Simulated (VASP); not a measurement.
BaS:

```
Ba S
1.0
     4.36573    0.00000    0.00000
    -2.18287    3.78084    0.00000
     0.00000    0.00000    3.97809
Ba S
1 1
Direct
  0.00000 0.00000 0.50000
  0.66667 0.33333 0.00000
```

Base run:

- Program: VASP 6.6.1
- Functional: r2SCAN
- Potentials or basis: VASP PAW PBE potentials, release 64 (Ba_sv, S)
- Cutoff: 520 eV
- k mesh: 6 × 6 × 8
- Occupations: gaussian, width 0.02 eV
- Spin: no spin polarisation

Its results: band gap on the k mesh 2.34 eV, direct; pressure 0.5 GPa.

Question: The run is repeated on the same cell with these changes: functional from r2SCAN to LDA; potentials or basis from VASP PAW PBE potentials, release 64 (Ba_sv, S) to VASP PAW LDA potentials, release 64 (Ba_sv, S). What comes out?

Answer: Band gap on the k mesh 1.75 eV, direct; pressure -2.6 GPa.

Caveats: spin-orbit coupling is left out, which moves the levels of the heavy elements; the PAW data sets were made with another functional, which shifts forces and pressure a little (some runs).

A k mesh can miss the band edges.
